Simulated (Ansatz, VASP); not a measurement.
**Two plane-wave programs on Os**

```
Os
1.0
     5.20592    0.00000    0.00000
     0.00000    4.73559    0.00000
    -1.41012    0.00000    5.04160
Os
8
Cartesian
  4.2924 0.7484 0.6992
  0.2085 3.1162 1.8216
  -0.4966 3.9872 4.3424
  3.5873 1.6194 3.2200
  1.6302 0.7662 1.4923
  2.8706 3.1340 1.0285
  2.1656 3.9694 3.5493
  0.9252 1.6016 4.0131
```

Alike in both runs: task single point; functional PBE; k mesh 6 × 6 × 6; occupations fermi-dirac, width 0.05 eV; no spin polarisation.

```csv
,VASP,Ansatz
version,VASP 6.6.1,Ansatz 0.2.0
potentials or method,"VASP PAW PBE potentials, release 64 (Os)",Ansatz PAW
plane-wave cutoff (eV),520,420
valence electrons in the cell,64,128
```

VASP gave:

```
gap on the k mesh at the Fermi level (eV)                     : none
pressure (GPa)                                                : -16.6
traceless stress, the component that is largest in VASP (GPa) : 0.28
rms of the force components (eV/Å)                            : 0.088
```

Task: Which values does Ansatz return?

Result: gap on the k mesh at the Fermi level (eV): none; pressure (GPa): -16.1; traceless stress, the component that is largest in VASP (GPa): 0.29; rms of the force components (eV/Å): 0.091.

Atom by atom the forces differ by 0.008 eV/Å (rms over components). A gap of «none» marks a metal or a gap that the smearing closes. With one functional, cell and mesh, what is left measures potentials, basis and numerics. VASP's potentials hold 64 valence electrons a cell and Ansatz's 128, so a difference there can come from the potentials and not from the codes.

Neither program's run includes spin-orbit coupling.
